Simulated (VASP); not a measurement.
Input of a VASP 6.6.1 run:

File INCAR:

```
SYSTEM = GeH2W12C12
ALGO     = Normal         ! electronic algorithm
EDIFF    = 1E-6           ! SCF threshold, eV
ENCUT    = 520            ! plane-wave cutoff, eV
GGA      = PE             ! functional
ISIF     = 2              ! what is computed and relaxed
ISMEAR   = 0              ! smearing method
LASPH    = .True.         ! aspherical terms in the spheres
LCHARG   = .False.        ! write CHGCAR
LREAL    = Auto         
LWAVE    = .False.        ! write WAVECAR
NBANDS   = 135            ! bands
NELM     = 100            ! most SCF steps
PREC     = Accurate       ! precision mode
SIGMA    = 0.1            ! smearing width, eV
```

The input KPOINTS:

```
k-points
0
Gamma
  3 3 1
  0 0 0
```

File POSCAR:

```
GeH2W12C12
1.0
    5.7948000000      0.0000000000      0.0000000000
   -2.8974000000      5.0184440000      0.0000000000
    0.0000000000      0.0000000000     19.0742500000
W C Ge H
12 12 1 2
Direct
    0.0000000000      0.0000000000      0.0524267009
   -0.0023450666     -0.0041261793      0.2010146139
   -0.0059399460     -0.0108141089      0.3507006566
    0.0000000000      0.5000000000      0.0524267009
   -0.0024437087      0.4955888718      0.2011703212
   -0.0072208979      0.4893588531      0.3514631506
    0.5000000000      0.0000000000      0.0524267009
    0.4975045706     -0.0042764251      0.2018108707
    0.4906328145     -0.0119686500      0.3552007025
    0.5000000000      0.5000000000      0.0524267009
    0.4975159448      0.4959513347      0.2011573718
    0.4931625048      0.4900279848      0.3511757474
    0.3333333001      0.1666666002      0.1266026187
    0.3302613701      0.1597465270      0.2734330314
    0.3229726771      0.1533692515      0.4164796519
    0.3333333001      0.6666666002      0.1266026187
    0.3293826250      0.6605009441      0.2738361928
    0.3217396942      0.6516087457      0.4168526154
    0.8333333001      0.1666666002      0.1266026187
    0.8284173890      0.1590999122      0.2735043318
    0.8184815587      0.1466155645      0.4159344142
    0.8333333001      0.6666666002      0.1266026187
    0.8297967127      0.6594860877      0.2727672648
    0.8224277947      0.6535019620      0.4095125627
    0.1418897678      0.3042427095      0.4753915357
    0.0495911856      0.3596172439      0.6140984836
    0.1848863452      0.4826017786      0.5921376201
```

Potentials or basis: VASP PAW PBE potentials, release 64 (W_sv, C, Ge_d, H).

Run with:

```sh
$ cat potpaw_PBE.64/W_sv/POTCAR potpaw_PBE.64/C/POTCAR potpaw_PBE.64/Ge_d/POTCAR potpaw_PBE.64/H/POTCAR > POTCAR
$ mpirun -np 1 vasp_std > vasp.out
```

Problem. What does it give for the band gap on the k mesh?

Solution. Zero (bands 116 and 117 overlap by 0.70 eV).

Problem. Estimate the largest force.

Solution. 2.798 eV/Å.

Forces on the atoms (eV/Å):
```
W   -0.009 -0.038  0.639
W   -0.010  0.028 -0.008
W   -0.108 -0.005 -0.059
W   -0.011 -0.038  0.656
W   -0.004  0.014 -0.039
W   -0.069  0.065 -0.100
W    0.001 -0.032  0.787
W   -0.003  0.016  0.003
W   -0.052 -0.025 -0.043
W    0.005 -0.026  0.662
W   -0.003  0.008 -0.021
W   -0.029  0.027 -0.049
C    0.006 -0.133 -0.933
C   -0.004  0.030  0.027
C    0.058 -0.121  0.040
C   -0.017 -0.125 -0.926
C    0.011  0.042  0.020
C    0.039 -0.079  0.087
C   -0.034 -0.142 -0.935
C   -0.025  0.037  0.002
C    0.115  0.217  0.217
C   -0.014 -0.155 -0.998
C   -0.031  0.051 -0.003
C    0.071 -0.001  0.046
Ge   0.281  0.224  0.294
H    1.232  2.009 -0.938
H   -1.396 -1.847  1.571
```

Caveat: the k points lie up to 0.42 Å⁻¹ apart, too coarse for converged energies and pressures of a metal; spin-orbit coupling is left out, which moves the levels of the heavy elements.
